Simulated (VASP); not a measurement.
## Ru (a cell with a defect): single point with PBE

Crystal: Ru (a cell with a defect).

```xyz
15
Lattice="5.4831 0.0000 0.0000 -2.7415 4.7485 0.0000 0.0000 0.0000 8.7086" Properties=species:S:1:pos:R:3 pbc="T T T"
Ru    0.0153    1.5781    1.0939
Ru    1.3771    0.7489    3.2942
Ru    1.3769    0.7493    7.6025
Ru   -1.3648    3.9472    1.0935
Ru   -0.0222    3.1718    3.2940
Ru   -2.7224    6.3283    5.4481
Ru   -0.0221    3.1720    7.6022
Ru    2.7387    1.5782    1.0940
Ru    4.1185    0.7814    3.2825
Ru    2.7352    1.5810    5.4481
Ru    4.1184    0.7816    7.6137
Ru    1.3766    3.9363    1.0938
Ru    2.7756    3.1719    3.2941
Ru    1.3761    3.9323    5.4480
Ru    2.7753    3.1721    7.6022
```

| Quantity | Value |
| --- | --- |
| Program | VASP 6.6.1 |
| Task | single point |
| Functional | PBE |
| Potentials or basis | VASP PAW PBE potentials, release 64 (Ru_pv) |
| Cutoff | 400 eV |
| k mesh | 4 × 4 × 2 |
| Occupations | fermi-dirac, width 0.5 eV |
| Spin | no spin polarisation |

| Quantity | Value |
| --- | --- |
| Pressure | -6.5 GPa |
| Largest force | 0.022 eV/Å |
| Band gap on the k mesh | zero (band 105 reaches 11.90 eV, above the bottom of band 106 at 10.81 eV) |

Forces in eV/Å, atoms in the order of the input:
```
Ru  -0.017 -0.010  0.000
Ru  -0.002  0.005 -0.004
Ru  -0.001  0.004  0.001
Ru   0.002  0.000  0.003
Ru   0.003 -0.002 -0.003
Ru  -0.013 -0.011  0.000
Ru   0.002 -0.003  0.003
Ru   0.018 -0.009 -0.001
Ru  -0.002 -0.002  0.012
Ru   0.012 -0.010  0.000
Ru  -0.001 -0.002 -0.012
Ru   0.003  0.022  0.000
Ru  -0.005 -0.001 -0.003
Ru   0.003  0.020  0.000
Ru  -0.004 -0.001  0.002
```

Stress tensor (GPa, compression positive):
```
-5.66  0.01  0.00
 0.01 -5.67  0.00
 0.00  0.00 -8.04
```

Levels at points of the mesh, in eV from the Fermi level:
| k point | band 102 | band 103 | band 104 | band 105 | band 106 | band 107 | band 108 | band 109 | band 110 | band 111 |
| --- | --- | --- | --- | --- | --- | --- | --- | --- | --- | --- |
| (0.00, 0.00, 0.00) | 0.50 | 0.60 | 0.60 | 0.62 | 0.62 | 0.73 | 0.74 | 0.97 | 0.97 | 1.40 |
| (0.50, 0.00, 0.00) | -0.93 | -0.63 | -0.55 | -0.45 | -0.26 | -0.21 | -0.20 | 0.08 | 0.17 | 0.33 |
| (0.00, 0.50, 0.00) | -0.93 | -0.63 | -0.55 | -0.45 | -0.26 | -0.21 | -0.20 | 0.08 | 0.17 | 0.33 |
| (0.50, 0.50, 0.00) | -0.93 | -0.63 | -0.55 | -0.45 | -0.26 | -0.21 | -0.20 | 0.08 | 0.17 | 0.33 |
| (0.00, 0.00, 0.50) | 0.71 | 0.81 | 0.81 | 0.83 | 0.83 | 0.88 | 0.93 | 1.01 | 1.01 | 1.06 |
| (0.50, 0.00, 0.50) | -0.62 | -0.60 | -0.46 | -0.25 | -0.20 | -0.20 | -0.13 | 0.03 | 0.04 | 0.06 |
| (0.00, 0.50, 0.50) | -0.62 | -0.60 | -0.46 | -0.25 | -0.20 | -0.20 | -0.13 | 0.03 | 0.04 | 0.06 |
| (0.50, 0.50, 0.50) | -0.62 | -0.60 | -0.46 | -0.25 | -0.20 | -0.20 | -0.13 | 0.03 | 0.04 | 0.06 |

Wall time 31 min on 1 thread of Intel(R) Xeon(R) Platinum 8259CL CPU @ 2.50GHz (Skylake/Cascade Lake) (shared host), peak memory 0.42 GiB.

Caveat: the k points lie up to 0.36 Å⁻¹ apart.
